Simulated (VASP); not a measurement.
# InP (Fm-3m) in VASP: notebook, part 3 of 3

VASP 6.6.1.

**5. Electric field gradients, PBEsol (volume scaled by 0.98)**

File INCAR:

```
  PREC = Accurate
  ENCUT = 520
  EDIFF = 1E-8
  ISMEAR = -1
  SIGMA = 0.03
  LREAL = False
  LASPH = True
  NELM = 100
  ALGO = Normal
  ISIF = 2
  LWAVE = False
  LCHARG = False
  GGA = PS
  LEFG = True
  NBANDS = 16
```

File KPOINTS:

```
regular mesh
0
Gamma
  11 11 11
```

File POSCAR:

```
InP
1.0
    0.0000000000      2.8358383488      2.8358383488
    2.8358383488      0.0000000000      2.8358383488
    2.8358383488      2.8358383488      0.0000000000
In P
1 1
Direct
    0.0000000000      0.0000000000      0.0000000000
    0.5000000000      0.5000000000      0.5000000000
```

Potentials or basis: VASP PAW PBE potentials, release 64 (In_d, P).

On the command line:

```
$ cat potpaw_PBE.64/In_d/POTCAR potpaw_PBE.64/P/POTCAR > POTCAR
$ mpirun -np 1 vasp_std > vasp.out
```

OUTCAR:

```text
PREC = Accurate
   ENCUT = 520
   EDIFF = 1E-8
   ISMEAR = -1
   LREAL = False
   LASPH = True
   NELM = 100
   ISIF = 2
   GGA = PS

 ion  position               nearest neighbor table
   1  0.000  0.000  0.000-   2 2.84   2 2.84   2 2.84   2 2.84   2 2.84   2 2.84
   2  0.500  0.500  0.500-   1 2.84   1 2.84   1 2.84   1 2.84   1 2.84   1 2.84

  LATTYP: Found a face centered cubic cell.
 ALAT       =     5.6716766976

  Lattice vectors:

 A1 = (   0.0000000000,   2.8358383488,   2.8358383488)
 A2 = (   2.8358383488,   0.0000000000,   2.8358383488)
 A3 = (   2.8358383488,   2.8358383488,   0.0000000000)

Analysis of symmetry for initial positions (statically):
[... 666 lines left out ...]
  free  energy   TOTEN  =        -8.6750151547 eV

  energy  without entropy=       -8.6723962924  energy(sigma->0) =       -8.67370572

 Electric field gradients (V/A^2)
---------------------------------------------------------------------
 ion       V_xx      V_yy      V_zz      V_xy      V_xz      V_yz
---------------------------------------------------------------------
   1      -0.000    -0.000    -0.000    -0.000    -0.000    -0.000
   2      -0.000    -0.000     0.000    -0.000    -0.000    -0.000
---------------------------------------------------------------------

 Electric field gradients after diagonalization (V/A^2)
 (convention: |V_zz| > |V_xx| > |V_yy|)
----------------------------------------------------------------------
 ion       V_xx      V_yy      V_zz     asymmetry (V_yy - V_xx)/ V_zz
----------------------------------------------------------------------
   1       0.000     0.000    -0.001       0.000
   2       0.000     0.000    -0.000       0.000
----------------------------------------------------------------------

           NMR quadrupolar parameters

 Cq : quadrupolar parameter    Cq=e*Q*V_zz/h
 eta: asymmetry parameters     (V_yy - V_xx)/ V_zz
 Q  : nuclear electric quadrupole moment in mb (millibarn)
----------------------------------------------------------------------
 ion       Cq(MHz)       eta       Q (mb)
----------------------------------------------------------------------
   1      -0.000       0.000       1.000
   2      -0.000       0.000       1.000
----------------------------------------------------------------------
```

OSZICAR:

```text
N       E                     dE             d eps       ncg     rms          rms(c)
DAV:   1     0.108012802656E+03    0.10801E+03   -0.85425E+03  1816   0.131E+03
DAV:   2    -0.224225465090E+01   -0.11026E+03   -0.10555E+03  2016   0.304E+02
DAV:   3    -0.876530405785E+01   -0.65230E+01   -0.64105E+01  2344   0.694E+01
DAV:   4    -0.893118196885E+01   -0.16588E+00   -0.16581E+00  2256   0.115E+01
DAV:   5    -0.893810693822E+01   -0.69250E-02   -0.69247E-02  2600   0.207E+00    0.400E+00
DAV:   6    -0.868566071105E+01    0.25245E+00   -0.47917E-01  2648   0.114E+01    0.223E+00
DAV:   7    -0.867711878112E+01    0.85419E-02   -0.52342E-02  2440   0.196E+00    0.957E-01
DAV:   8    -0.867503719891E+01    0.20816E-02   -0.39998E-03  2200   0.690E-01    0.103E-01
DAV:   9    -0.867500469706E+01    0.32502E-04   -0.27479E-04  2848   0.222E-01    0.660E-02
DAV:  10    -0.867501250655E+01   -0.78095E-05   -0.23623E-05  2104   0.391E-02    0.248E-02
DAV:  11    -0.867501519513E+01   -0.26886E-05   -0.38175E-06  2376   0.183E-02    0.263E-03
DAV:  12    -0.867501520161E+01   -0.64799E-08   -0.22654E-07  2256   0.561E-03    0.180E-03
DAV:  13    -0.867501518416E+01    0.17455E-07   -0.92398E-09  1856   0.968E-04    0.107E-03
DAV:  14    -0.867501515593E+01    0.28225E-07   -0.47826E-09  1408   0.557E-04    0.116E-04
DAV:  15    -0.867501515465E+01    0.12772E-08   -0.71547E-10  1216   0.327E-04
   1 F= -.86750152E+01 E0= -.86737057E+01  d E =-.261886E-02
```

stdout:

```text
POSCAR found type information on POSCAR InP
 POSCAR found :  2 types and       2 ions
 scaLAPACK will be used
 -----------------------------------------------------------------------------
|                                                                             |
|                                                                             |
|     You enforced a specific xc type in the INCAR file but a different       |
|     I HOPE YOU KNOW WHAT YOU ARE DOING!                                     |
|                                                                             |
 -----------------------------------------------------------------------------

 LDA part: xc-table for (Slater+PW92), standard interpolation
 POSCAR, INCAR and KPOINTS ok, starting setup
 FFT: planning ... GRIDC
 FFT: planning ... GRID_SOFT
 FFT: planning ... GRID
 WAVECAR not read
 entering main loop
ion   1

ion   2
```

Run time: 25 s. Hardware: 1 thread of AMD EPYC 9R45 (Zen 5), shared host; peak memory 0.16 GiB.

What came out:

```
Free energy            : -8.6750 eV
Pressure               : -7.3 GPa
Band gap on the k mesh : zero (band 9 reaches 6.38 eV, above the bottom of band 10 at 3.99 eV)
```

Levels at points of the mesh, in eV from the Fermi level:
| k point | band 5 | band 6 | band 7 | band 8 | band 9 | band 10 | band 11 | band 12 | band 13 | band 14 |
| --- | --- | --- | --- | --- | --- | --- | --- | --- | --- | --- |
| (0.00, 0.00, 0.00) | -14.01 | -11.49 | -0.20 | -0.20 | -0.20 | -0.05 | 7.07 | 7.07 | 7.07 | 8.00 |

Caveat: without QUAD_EFG the Cq values of the log hold for a quadrupole moment of 1 mb, not for the nuclei; the PAW data sets were made with another functional, which shifts forces and pressure a little; spin-orbit coupling is left out, which moves the levels of the heavy elements.

**6. Electric field gradients, PBEsol (volume scaled by 0.97)**

File INCAR:

```
SYSTEM = InP
PREC = Accurate
ENCUT = 520
EDIFF = 1E-8
ISMEAR = -1
SIGMA = 0.03
LREAL = .FALSE.
LASPH = .TRUE.
NELM = 60
ALGO = Normal
ISIF = 2
LWAVE = .FALSE.
LCHARG = .FALSE.
GGA = PS
LEFG = .TRUE.
NBANDS = 16
```

File KPOINTS:

```
regular mesh
0
G
  11 11 11
  0 0 0
```

File POSCAR:

```
InP
1.0
    0.0000000000      2.8261596444      2.8261596444
    2.8261596444      0.0000000000      2.8261596444
    2.8261596444      2.8261596444      0.0000000000
In P
1 1
Direct
    0.0000000000      0.0000000000      0.0000000000
    0.5000000000      0.5000000000      0.5000000000
```

Potentials or basis: VASP PAW PBE potentials, release 64 (In_d, P).

On the command line:

```
$ cat potpaw_PBE.64/In_d/POTCAR potpaw_PBE.64/P/POTCAR > POTCAR
$ mpirun -np 1 vasp_std > vasp.out
```

OUTCAR:

```text
SYSTEM = InP
   PREC = Accurate
   ENCUT = 520
   EDIFF = 1E-8
   ISMEAR = -1
   LREAL = .FALSE.
   LASPH = .TRUE.
   NELM = 60
   ISIF = 2
   GGA = PS

 ion  position               nearest neighbor table
   1  0.000  0.000  0.000-   2 2.83   2 2.83   2 2.83   2 2.83   2 2.83   2 2.83
   2  0.500  0.500  0.500-   1 2.83   1 2.83   1 2.83   1 2.83   1 2.83   1 2.83

  LATTYP: Found a face centered cubic cell.
 ALAT       =     5.6523192888

  Lattice vectors:

 A1 = (   0.0000000000,   2.8261596444,   2.8261596444)
[... 669 lines left out ...]
  ---------------------------------------------------
  free  energy   TOTEN  =        -8.6955438965 eV

  energy  without entropy=       -8.6929781458  energy(sigma->0) =       -8.69426102

 Electric field gradients (V/A^2)
---------------------------------------------------------------------
 ion       V_xx      V_yy      V_zz      V_xy      V_xz      V_yz
---------------------------------------------------------------------
   1       0.000    -0.000     0.000     0.000     0.000     0.000
   2      -0.000     0.000    -0.000    -0.000    -0.000    -0.000
---------------------------------------------------------------------

 Electric field gradients after diagonalization (V/A^2)
 (convention: |V_zz| > |V_xx| > |V_yy|)
----------------------------------------------------------------------
 ion       V_xx      V_yy      V_zz     asymmetry (V_yy - V_xx)/ V_zz
----------------------------------------------------------------------
   1      -0.000    -0.000     0.000       0.000
   2       0.000     0.000    -0.000       0.000
----------------------------------------------------------------------

           NMR quadrupolar parameters

 Cq : quadrupolar parameter    Cq=e*Q*V_zz/h
 eta: asymmetry parameters     (V_yy - V_xx)/ V_zz
 Q  : nuclear electric quadrupole moment in mb (millibarn)
----------------------------------------------------------------------
 ion       Cq(MHz)       eta       Q (mb)
----------------------------------------------------------------------
   1       0.000       0.000       1.000
   2      -0.000       0.000       1.000
----------------------------------------------------------------------
```

It took 25 s on 1 thread of AMD EPYC 9R45 (Zen 5), shared host; peak memory 0.16 GiB.

What came out:

| Quantity | Value |
| --- | --- |
| Free energy | -8.6955 eV |
| Pressure | -6.9 GPa |
| Band gap on the k mesh | zero (band 9 reaches 6.50 eV, above the bottom of band 10 at 4.07 eV) |

Levels at points of the mesh, in eV from the Fermi level:
```tsv
k point	band 6	band 7	band 8	band 9	band 10	band 11	band 12	band 13
(0.00, 0.00, 0.00)	-11.56	-0.21	-0.21	-0.21	0.02	7.07	7.07	7.07
```

Caveat: without QUAD_EFG the Cq values of the log hold for a quadrupole moment of 1 mb, not for the nuclei; the PAW data sets were made with another functional, which shifts forces and pressure a little; spin-orbit coupling is left out, which moves the levels of the heavy elements.

**7. Overview**

```csv
cell,gap on the mesh (eV),pressure (GPa)
"a = 3.955 Å, angles 60.0°, 2 atoms",none,-5.2
"a = 3.956 Å, angles 60.0°, 2 atoms",none,-5.2
"a = 4.010 Å, angles 60.0°, 2 atoms",none,-7.3
"a = 3.997 Å, angles 60.0°, 2 atoms",none,-6.9
```

Alike in all rows: task electric field gradients; level PBEsol; potentials or basis VASP PAW PBE potentials, release 64 (In_d, P); no spin polarisation; k mesh 11 × 11 × 11; cutoff (eV) 520; smearing fermi-dirac 0.03 eV.

Caveats: the PAW data sets were made with another functional, which shifts forces and pressure a little; spin-orbit coupling is left out, which moves the levels of the heavy elements.

Absolute energies hang on the potentials; compare differences alone.
